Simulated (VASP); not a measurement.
# CaSe2: single point with r2SCAN

CaSe2:

```
Ca Se
1.0
     3.46646    0.00000    0.00000
    -1.73323    3.00204    0.00000
     0.00000    0.00000   13.68838
Ca Se
2 4
Direct
  0.33333 0.66667 0.25000
  0.66666 0.33333 0.75000
  0.33333 0.66667 0.62110
  0.66666 0.33333 0.12110
  0.33333 0.66667 0.87890
  0.66667 0.33334 0.37890
```

| Property | Result |
| --- | --- |
| Program | VASP 6.6.1 |
| Task | single point |
| Functional | r2SCAN |
| Potentials or basis | VASP PAW PBE potentials, release 64 (Ca_sv, Se) |
| Cutoff | 550 eV |
| k mesh | 6 × 6 × 2, shifted |
| Occupations | fermi-dirac, width 0.0248 eV |
| Spin | no spin polarisation |

```json
{"Pressure": "15.4 GPa", "Largest force": "2.837 eV/Å", "Band gap on the k mesh": "zero (bands 22 and 23 overlap by 1.05 eV)"}
```

Forces on the atoms (eV/Å):
```
Ca   0.027 -0.016  0.000
Ca  -0.027  0.016  0.000
Se   0.013 -0.007 -2.837
Se  -0.013  0.007 -2.837
Se   0.013 -0.007  2.837
Se  -0.013  0.007  2.837
```

Stress tensor (GPa, compression positive):
```
12.16 -1.16  0.00
-1.16 10.83  0.00
 0.00  0.00 23.18
```

Levels at points of the mesh, in eV from the Fermi level:
```csv
k point,band 19,band 20,band 21,band 22,band 23,band 24,band 25,band 26,band 27,band 28
"(0.08, 0.08, 0.25)",0.15,0.20,0.46,0.51,0.63,0.68,4.18,4.40,5.69,6.11
```

Wall time 6.9 min on 1 thread of Intel(R) Xeon(R) 6975P-C (Granite Rapids) (shared host), peak memory 0.38 GiB.

Caveat: the stress differs along the axes, from 11 to 23 GPa; the PAW data sets were made with another functional, which shifts forces and pressure a little.
